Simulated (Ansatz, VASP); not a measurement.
## Two plane-wave programs on Cd3SnS4

```xyz
8
Lattice="-2.7971 2.7971 5.5584 2.7971 -2.7971 5.5584 2.7971 2.7971 -5.5584" Properties=species:S:1:pos:R:3 pbc="T T T"
Cd    0.0000    0.0000    5.5584
Cd    0.0000    2.7971    2.7792
Cd    2.7971    0.0000    2.7792
Sn    0.0000    0.0000    0.0000
S     2.7971    0.0000    0.0000
S     0.0000    2.7971    0.0000
S     0.0000    0.0000    2.8672
S     0.0000    0.0000    8.2496
```

Change from the starting cell: species swapped into the Ce4GeS3 type (I4/mmm, No. 139).

Alike in both runs: functional PBE; k mesh 3 × 3 × 3; occupations gaussian, width 0.15 eV; no spin polarisation.

Ansatz relaxed the structure, and its values are those at the end. VASP's run is a single point on that final structure, the one shown.

|  | VASP | Ansatz |
| --- | --- | --- |
| version | VASP 6.6.1 | Ansatz 0.2.0 |
| potentials or method | VASP PAW PBE potentials, release 64 (Cd, Sn_d, S), cutoff 520 eV | scalar-relativistic, plane waves, PAW |
| valence electrons in the cell | 74 | 98 |

```csv
,VASP,Ansatz,Ansatz less VASP
gap on the k mesh at the Fermi level (eV),none,none,-
pressure (GPa),0.1,-0.1,-0.22
rms of the force components (eV/Å),0.003,0.009,+0.0062
```

A gap of «none» marks a metal or a gap that the smearing closes. VASP's potentials hold 74 valence electrons a cell and Ansatz's 98, so a difference there can come from the potentials and not from the codes.

The k mesh is coarse, so the values compare programs but aren't converged.
